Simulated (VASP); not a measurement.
# AlN in VASP: further runs, part 2 of 3

VASP 6.6.1. Earlier steps stand in the parts before.

## Step 4: Single point, PBE

This run uses another cell than the first one, of 10.73 Å³/atom, 0.988 times its volume.

Input file INCAR:

```
PREC = Accurate
ENCUT = 520
EDIFF = 1E-6
ISMEAR = 0
SIGMA = 0.01
LREAL = F
LASPH = T
NELM = 100
ALGO = Normal
ISIF = 2
LWAVE = F
LCHARG = F
GGA = PE
NBANDS = 11
```

Input file KPOINTS:

```
Automatic mesh
0
Gamma
  6 6 6
```

Input file POSCAR:

```
AlN
1.0
    0.0072838612      2.2129977909      2.2129649013
    2.1597741636     -0.0140334315      2.2341668853
    2.1596002268      2.2342615475     -0.0141021132
Al N
1 1
Direct
   -0.0062183370     -0.0106101213      0.0008949445
    0.7517610446      0.7282450473      0.7400843759
```

Potentials or basis: VASP PAW PBE potentials, release 64 (Al, N).

Run with:

```sh
> cat potpaw_PBE.64/Al/POTCAR potpaw_PBE.64/N/POTCAR > POTCAR
> mpirun -np 1 vasp_std > vasp.out
```

OUTCAR:

```text
PREC = Accurate
   ENCUT = 520
   EDIFF = 1E-6
   ISMEAR = 0
   LREAL = F
   LASPH = T
   NELM = 100
   ISIF = 2
   GGA = PE

 ion  position               nearest neighbor table
   1  0.994  0.989  0.001-   2 1.89   2 1.90   2 1.92   2 1.94
   2  0.752  0.728  0.740-   1 1.89   1 1.90   1 1.92   1 1.94

  LATTYP: Found a base centered monoclinic cell.
 ALAT       =    10.3501008481
 B/A-ratio  =     0.3071999908
 C/A-ratio  =     0.3023774121
 COS(beta)  =    -0.9090808970

  Lattice vectors:

 A1 = (  -2.1670580248,  -2.1989643594,  -4.4471317866)
 A2 = (  -2.1668840880,  -4.4472593384,  -2.1988627881)
 A3 = (   0.0072838612,   2.2129977909,   2.2129649013)

Analysis of symmetry for initial positions (statically):
=====================================================================
 Subroutine PRICEL returns:
 Original cell was already a primitive cell.

 Routine SETGRP: Setting up the symmetry group for a
 base centered monoclinic supercell.

 Subroutine GETGRP returns: Found  1 space group operations
 (whereof  1 operations were pure point group operations)
 out of a pool of  4 trial point group operations.

[... 166 lines left out ...]
 fundamental gap:      3.0760925783
 Fermi energy:         5.8695547664

 k-point     1 :       0.0000    0.0000    0.0000
  band No.  band energies     occupation
      1      -9.1102      2.00000
      2       5.5050      2.00000
      3       5.7906      2.00000
      4       5.8272      2.00000
      5       9.6253      0.00000
      6      17.8118      0.00000
      7      17.9371      0.00000
      8      18.1904      0.00000
      9      22.6218      0.00000
     10      23.5525      0.00000
     11      24.0041      0.00000
[... 309 lines left out ...]
 k-point    24 :       0.5000    0.0000   -0.3333
  band No.  band energies     occupation
      1      -6.7473      2.00000
      2       1.1725      2.00000
      3       3.2468      2.00000
      4       4.3146      2.00000
      5      10.3722      0.00000
      6      15.2516      0.00000
      7      17.9209      0.00000
      8      19.9155      0.00000
      9      20.9857      0.00000
     10      26.9919      0.00000
     11      29.1594      0.00000

 [... further k-points ...]
[... 5 lines left out ...]
  --------------------------------------------------------------------------------------
  -------------------------------------------------------------------------------------
  Total        0.1517340     -0.3449523     -0.3448668     -0.1365588      0.0718111     -0.1317228
  in kB       11.3312903    -25.7605747    -25.7541901    -10.1980314      5.3627586     -9.8368855
  external PRESSURE =     -13.3944915 kB  Pullay stress =       0.0000000 kB

 VOLUME and BASIS-vectors are now :
 -----------------------------------------------------------------------------
  energy-cutoff  :      520.00
  volume of cell :       21.45
      direct lattice vectors                 reciprocal lattice vectors
     0.007283861  2.212997791  2.212964901    -0.232658205  0.226312127  0.226332742
     2.159774164 -0.014033432  2.234166885     0.231914068 -0.222763070  0.222003048
     2.159600227  2.234261548 -0.014102113     0.231900623  0.222017710 -0.222784299

 POSITION                                       TOTAL-FORCE (eV/Angst)
 -----------------------------------------------------------------------------------
      2.14603      2.18735      4.40965        -0.487090     -0.095276     -0.106472
      3.17661      3.30697      3.28021         0.487090      0.095276      0.106472
 -----------------------------------------------------------------------------------
    total drift:                               -0.000469      0.000086      0.000075

  FREE ENERGIE OF THE ION-ELECTRON SYSTEM (eV)
  ---------------------------------------------------
  free  energy   TOTEN  =       -14.8253543234 eV

  energy  without entropy=      -14.8253543234  energy(sigma->0) =      -14.82535432
```

OSZICAR:

```text
N       E                     dE             d eps       ncg     rms          rms(c)
DAV:   1     0.105405765059E+02    0.10541E+02   -0.38048E+03  2552   0.603E+02
DAV:   2    -0.162549007573E+02   -0.26795E+02   -0.25742E+02  2974   0.135E+02
DAV:   3    -0.171490008709E+02   -0.89410E+00   -0.89264E+00  3010   0.235E+01
DAV:   4    -0.171538222194E+02   -0.48213E-02   -0.48209E-02  2800   0.189E+00
DAV:   5    -0.171538800568E+02   -0.57837E-04   -0.57837E-04  3004   0.201E-01    0.849E+00
DAV:   6    -0.148337400461E+02    0.23201E+01   -0.11931E+01  2883   0.171E+01    0.280E+00
DAV:   7    -0.148320218295E+02    0.17182E-02   -0.16010E-01  2725   0.319E+00    0.202E+00
DAV:   8    -0.148268285445E+02    0.51933E-02   -0.29838E-02  2734   0.163E+00    0.594E-01
DAV:   9    -0.148252975389E+02    0.15310E-02   -0.43527E-03  2956   0.392E-01    0.234E-01
DAV:  10    -0.148253446070E+02   -0.47068E-04   -0.46754E-04  2692   0.139E-01    0.162E-02
DAV:  11    -0.148253544553E+02   -0.98483E-05   -0.11647E-05  2914   0.255E-02    0.160E-02
DAV:  12    -0.148253543234E+02    0.13186E-06   -0.61796E-07  1682   0.601E-03
   1 F= -.14825354E+02 E0= -.14825354E+02  d E =-.432482E-12
```

stdout:

```text
POSCAR found type information on POSCAR AlN
 POSCAR found :  2 types and       2 ions
 scaLAPACK will be used
 LDA part: xc-table for (Slater+PW92), standard interpolation
 POSCAR, INCAR and KPOINTS ok, starting setup
 FFT: planning ... GRIDC
 FFT: planning ... GRID_SOFT
 FFT: planning ... GRID
 WAVECAR not read
 entering main loop
```

It took 12 s on 1 thread of Intel Xeon Platinum 8488C (Sapphire Rapids), shared host; peak memory 0.15 GiB.

Results:

```yaml
Free_energy: -14.8254 eV
Pressure: -1.3 GPa
Largest_force: 0.508 eV/Å
Band_gap_on_the_k_mesh: 3.08 eV, indirect (least direct gap 3.80 eV)
```

Forces in eV/Å, atoms in the order of the input:
```
Al  -0.487 -0.095 -0.106
N    0.487  0.095  0.106
```

Levels at points of the mesh, in eV from the valence-band top:
```
           k point  band 1  band 2  band 3  band 4  band 5  band 6  band 7  band 8  band 9
(0.00, 0.00, 0.00)  -14.94   -0.32   -0.04    0.00    3.80   11.98   12.11   12.36   16.79
(0.50, 0.00, 0.00)  -12.93   -5.80   -0.89   -0.44    6.85    9.54   10.42   11.09   17.41
(0.00, 0.50, 0.00)  -12.99   -5.92   -0.58   -0.48    7.00    9.50   10.65   11.27   17.41
(0.00, 0.00, 0.50)  -12.99   -5.92   -0.59   -0.48    7.00    9.51   10.65   11.27   17.41
(0.50, 0.50, 0.00)  -12.41   -5.05   -1.78   -1.76    3.23    8.47   13.21   14.88   15.82
(0.50, 0.00, 0.50)  -12.41   -5.05   -1.78   -1.76    3.23    8.47   13.21   14.88   15.82
(0.00, 0.50, 0.50)  -12.27   -4.72   -2.22   -1.87    3.08    7.97   13.81   15.00   15.13
(0.50, 0.50, 0.50)  -12.96   -5.79   -0.87   -0.46    6.91    9.55   10.42   11.21   17.42
```

A k mesh can miss the band edges. PBE gaps usually lie below the measured ones, often by a third to a half.

(Continued in part 3 of 3.)
